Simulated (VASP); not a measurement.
# BAs (F-43m) in VASP: G0W0 quasiparticle levels with PBE

Aim: the G0W0 quasiparticle levels of BAs with PBE.

Program: VASP 6.6.1. These are calculated values, not measurements. Logs are shortened: lines on timing, memory, paths and dates and some standing lists are left out, and cuts for length are marked.

### 1 The cell of the first run

Symmetry: F-43m, No. 216, cubic system. Conventional cell: a = 4.809 Å, b = 4.809 Å, c = 4.809 Å, α = 90.00°, β = 90.00°, γ = 90.00°. Within 2.8 Å of B (site symmetry -43m) lie 4 As at 2.08 Å. As (site symmetry -43m) has 4 B at 2.08 Å within 2.8 Å.

### 2 G0W0 quasiparticle levels, PBE

POSCAR reads:

```
BAs
1.0
    0.0000000000      2.4045448525      2.4045448525
    2.4045448525      0.0000000000      2.4045448525
    2.4045448525      2.4045448525      0.0000000000
B As
1 1
Direct
    0.0000000000      0.0000000000      0.0000000000
    0.2500000000      0.2500000000      0.2500000000
```

INCAR.step1 reads:

```
SYSTEM = BAs
PREC     = Accurate       ! precision mode
ENCUT    = 500            ! plane-wave cutoff, eV
EDIFF    = 1E-8           ! SCF threshold, eV
ISMEAR   = 0              ! smearing method
SIGMA    = 0.01           ! smearing width, eV
LREAL    = .False.        ! projectors in reciprocal space
LASPH    = .True.         ! aspherical terms in the spheres
NELM     = 60             ! most SCF steps
ALGO     = Normal         ! electronic algorithm
LWAVE    = .True.         ! write WAVECAR
LCHARG   = .False.        ! write CHGCAR
GGA      = PE             ! functional
```

INCAR.step2 reads:

```
SYSTEM = BAs
PREC     = Accurate       ! precision mode
ENCUT    = 500            ! plane-wave cutoff, eV
EDIFF    = 1E-8           ! SCF threshold, eV
ISMEAR   = 0              ! smearing method
SIGMA    = 0.01           ! smearing width, eV
LREAL    = .False.        ! projectors in reciprocal space
LASPH    = .True.         ! aspherical terms in the spheres
NELM     = 1              ! most SCF steps
ALGO     = Exact          ! electronic algorithm
LWAVE    = .True.         ! write WAVECAR
LCHARG   = .False.        ! write CHGCAR
GGA      = PE             ! functional
NBANDS   = 119            ! bands
LOPTICS  = .True.         ! frequency-dependent dielectric function
ISTART   = 1
```

INCAR.step3 reads:

```
SYSTEM = BAs
PREC     = Accurate       ! precision mode
ENCUT    = 500            ! plane-wave cutoff, eV
EDIFF    = 1E-8           ! SCF threshold, eV
ISMEAR   = 0              ! smearing method
SIGMA    = 0.01           ! smearing width, eV
LREAL    = .False.        ! projectors in reciprocal space
LASPH    = .True.         ! aspherical terms in the spheres
ALGO     = EVGW0          ! electronic algorithm
LWAVE    = .False.        ! write WAVECAR
LCHARG   = .False.        ! write CHGCAR
GGA      = PE             ! functional
NELMGW   = 1            
NBANDS   = 119            ! bands
ENCUTGW  = 150.0          ! cutoff of the response function
NOMEGA   = 96             ! frequency points
PRECFOCK = Fast         
ISTART   = 1            
NBANDSGW = 12           
OMEGAMAX = 30
```

KPOINTS reads:

```
Automatic mesh
0
Gamma
  6 6 6
  0 0 0
```

Potentials or basis: VASP PAW PBE potentials, release 64 (B_GW, As_GW).

Launch:

```console
$ cat potpaw_PBE.64/B_GW/POTCAR potpaw_PBE.64/As_GW/POTCAR > POTCAR
$ cp INCAR.step1 INCAR
$ mpirun -np 1 vasp_std > vasp.out
$ cp INCAR.step2 INCAR
$ mpirun -np 1 vasp_std > vasp.out
$ cp INCAR.step3 INCAR
$ mpirun -np 1 vasp_std > vasp.out
```

OUTCAR:

```text
SYSTEM = BAs
   PREC = Accurate
   ENCUT = 500
   EDIFF = 1E-8
   ISMEAR = 0
   LREAL = .False.
   LASPH = .True.
   GGA = PE
   NELMGW = 1
   ENCUTGW = 150.0
   PRECFOCK = Fast
   ISTART = 1

 ion  position               nearest neighbor table
   1  0.000  0.000  0.000-   2 2.08   2 2.08   2 2.08   2 2.08
   2  0.250  0.250  0.250-   1 2.08   1 2.08   1 2.08   1 2.08

  LATTYP: Found a face centered cubic cell.
 ALAT       =     4.8090897050

  Lattice vectors:

 A1 = (   0.0000000000,   2.4045448525,   2.4045448525)
 A2 = (   2.4045448525,   0.0000000000,   2.4045448525)
 A3 = (   2.4045448525,   2.4045448525,   0.0000000000)

Analysis of symmetry for initial positions (statically):
=====================================================================
 Subroutine PRICEL returns:
 Original cell was already a primitive cell.

 Routine SETGRP: Setting up the symmetry group for a
 face centered cubic supercell.

 Subroutine GETGRP returns: Found 24 space group operations
 (whereof 24 operations were pure point group operations)
 out of a pool of 48 trial point group operations.

The static configuration has the point symmetry T_d .

Analysis of symmetry for dynamics (positions and initial velocities):
=====================================================================
 Subroutine PRICEL returns:
 Original cell was already a primitive cell.

 Routine SETGRP: Setting up the symmetry group for a
 face centered cubic supercell.

 Subroutine GETGRP returns: Found 24 space group operations
 (whereof 24 operations were pure point group operations)
 out of a pool of 48 trial point group operations.

The dynamic configuration has the point symmetry T_d .

 Subroutine INISYM returns: Found 24 space group operations
 (whereof 24 operations are pure point group operations),
 and found     1 'primitive' translations
[... 79 lines left out ...]
   ICHARG =      0    charge: 1-file 2-atom 10-const
   ISPIN  =      1    spin polarized calculation?
   LNONCOLLINEAR =      F non collinear calculations
   LSORBIT =      F    spin-orbit coupling
   LASPH  =      T    aspherical Exc in radial PAW
   ENCUT  =  500.0 eV  36.75 Ry    6.06 a.u.   6.20  6.20  6.20*2*pi/ulx,y,z
   NELM   =     60;   NELMIN=  2; NELMDL=  0     # of ELM steps
   EDIFF  = 0.1E-07   stopping-criterion for ELM
   LREAL  =      F    real-space projection
   EDIFFG = 0.1E-06   stopping-criterion for IOM
   NSW    =      0    number of steps for IOM
   IBRION =     -1    ionic relax: 0-MD 1-quasi-New 2-CG
   NFREE  =      0    steps in history (QN), initial steepest desc. (CG)
   ISIF   =      0    stress and relaxation
   ISYM   =      3    0-nonsym 1-usesym 2-fastsym
   POTIM  = 0.5000    time-step for ionic-motion
   TEBEG  =    0.0;   TEEND  =   0.0 temperature during run
   PSTRESS=    0.0 pullay stress
   NELECT =       8.0000    total number of electrons
   NUPDOWN=      -1.0000    fix difference up-down
   EMIN   =  10.00;   EMAX   =-10.00  energy-range for DOS
   EFERMI =   0.00;   METHOD = LEGACY
   ISMEAR =     0;   SIGMA  =   0.01  broadening in eV -4-tet -1-fermi 0-gaus
   EFERMI_NEDOS =   21; number of points for ismear=-14 and -15
   IALGO  =     38    algorithm
   IMIX   =      4    mixing-type and parameters
     AMIX     =   0.40;   BMIX     =  1.00
     AMIX_MAG =   1.60;   BMIX_MAG =  1.00
  volume/ion in A,a.u.               =      13.90        93.82
  Fermi-wavevector in a.u.,A,eV,Ry     =   1.080758  2.042337 15.892131  1.168039
  Thomas-Fermi vector in A             =   2.216758
   LORBIT       =      0    0 simple, 1 ext, 2 COOP (PROOUT), +10 PAW based schemes
   GGA     = PE    functional components
   LHFCALC =     T    Hartree Fock is set to
   PRECFOCK=fast      Normal, Fast or Accurate (Low or Medium for compatibility)
   ENCUT4O =  -1.0   cutoff for four orbital integrals eV
   NKREDX  =     1    reduce k-point grid by
   NKREDY  =     1    reduce k-point grid by
   NKREDZ  =     1    reduce k-point grid by
   AEXX    =    1.0000 exact exchange contribution
   HFSCREEN=    0.0000 screening length (either q_TF or 0.3 A-1)
   HFSCREENC=   0.0000 screening length for correlation (either q_TF or 0.3 A-1)
   ENCUTFOCK=  -1.0 apply spherical cutoff to Coloumb kernel
   IVDW    =     0    specifies the selected vdW correction
   LEPSILON=     F    determine dielectric tensor
   LRPA    =     F    only Hartree local field effects (RPA)
   LRPAFORCE           =     F    calculate RPA forces
   ENCUTGW             = 150.0    cutoff for response function in eV
   ENCUTGWSOFT         = 120.0    soft cutoff for Coulomb kernel in GW response function in eV
   ENCUTLF             =  -1.0    cutoff for local field effects
   NELMGW              =     1    number of iterations in solving QP/BSE equation
   NELMHF              =     1    number of iterations in the inner HF iteration
   NKREDLFX            =     1    NKREDLFY  =   1   NKREDLFZ  =   1
 non-spin polarized calculation
 Gauss-broadening in eV      SIGMA  =   0.01
  energy-cutoff  :      500.00
  volume of cell :       27.81
 maximum number of plane-waves:       725
 NGX is ok and might be reduce to    28
  NGX = 14; NGY = 14; NGZ = 14
   NGX = 13   NGY = 13   NGZ = 13
 maximum number of plane-waves:       125

 QP shifts <psi_nk| G(iteration)W_0 |psi_nk>: iteration 1
 for sc-GW calculations column KS-energies equals QP-energies in previous step
 and V_xc(KS)=  KS-energies - (<T + V_ion + V_H > + <T+V_H+V_ion>^1  + <V_x>^1)

 k-point   1 :       0.0000    0.0000    0.0000
  band No.  KS-energies  QP-energies   sigma(KS)   V_xc(KS)     V^pw_x(r,r')   Z            occupation Imag(sigma)

      1      -9.2751      -9.9894     -12.6428     -11.6138     -19.5129       0.6943       2.0000       1.2070
      2       5.9491       5.4315     -13.1888     -12.5321     -13.9261       0.7883       2.0000       0.0342
      3       5.9491       5.4315     -13.1888     -12.5321     -13.9261       0.7883       2.0000       0.0342
      4       5.9491       5.4315     -13.1888     -12.5321     -13.9261       0.7883       2.0000       0.0342
      5       9.1976       9.4944     -10.9569     -11.3354      -6.7088       0.7841       0.0000      -0.0839
      6       9.1976       9.4944     -10.9569     -11.3354      -6.7088       0.7841       0.0000      -0.0839
      7       9.1976       9.4944     -10.9569     -11.3354      -6.7088       0.7841       0.0000      -0.0839
      8      10.3562      10.9024     -11.8666     -12.5862      -6.7303       0.7589       0.0000      -0.1146
      9      15.4219      15.4217      -8.8558      -8.8555      -3.0742       0.7794       0.0000      -0.2703
     10      18.8170      18.8505     -10.3004     -10.3435      -4.3478       0.7775       0.0000      -0.3643
     11      18.8170      18.8505     -10.3004     -10.3435      -4.3478       0.7775       0.0000      -0.3643
     12      20.2360      20.2387      -8.9590      -8.9625      -2.4944       0.7754       0.0000      -0.4998
[... 228 lines left out ...]
      1      -5.0769      -5.6084     -13.0169     -12.2869     -18.1958       0.7280       2.0000       0.6305
      2      -2.1613      -2.9254     -13.0237     -11.9562     -17.3969       0.7158       2.0000       0.3640
      3       0.9049       0.2123     -12.1606     -11.2397     -14.6591       0.7521       2.0000       0.1169
      4       1.0991       0.4109     -12.1879     -11.2738     -14.6098       0.7530       2.0000       0.1116
      5       9.7120       9.8087     -10.3847     -10.5086      -5.7064       0.7806       0.0000      -0.0993
      6       9.8920      10.1490     -10.4191     -10.7480      -5.6839       0.7815       0.0000      -0.1015
      7      14.4630      14.7362     -11.1243     -11.4909      -4.9253       0.7451       0.0000      -0.2702
      8      14.7071      15.0323     -10.8838     -11.3155      -4.7961       0.7533       0.0000      -0.2694
      9      18.0893      18.3677     -11.3157     -11.6934      -4.1424       0.7370       0.0000      -0.5252
     10      21.3467      21.6221     -11.2536     -11.6195      -4.1333       0.7529       0.0000      -0.7676
     11      21.6337      21.6813     -10.3466     -10.4094      -3.3435       0.7581       0.0000      -0.6781
     12      24.4681      24.6993     -10.5706     -10.8773      -3.4267       0.7538       0.0000      -0.9422
```

It took 2.7 min on 1 thread of Intel Xeon 6975P-C (Granite Rapids), shared host; peak memory 0.55 GiB.

What came out:

```yaml
Quasiparticle_gap: 1.89 eV
Least_direct_quasiparticle_gap: 4.06 eV
Band_gap_of_the_starting_levels_on_the_mesh: 1.29 eV
Least_direct_gap_of_the_starting_levels_on_the_mesh: 3.25 eV
```

Caveat: the k points lie up to 0.38 Å⁻¹ apart; bands, screening cutoff and mesh are small and nothing is extrapolated, so the quasiparticle values aren't converged.
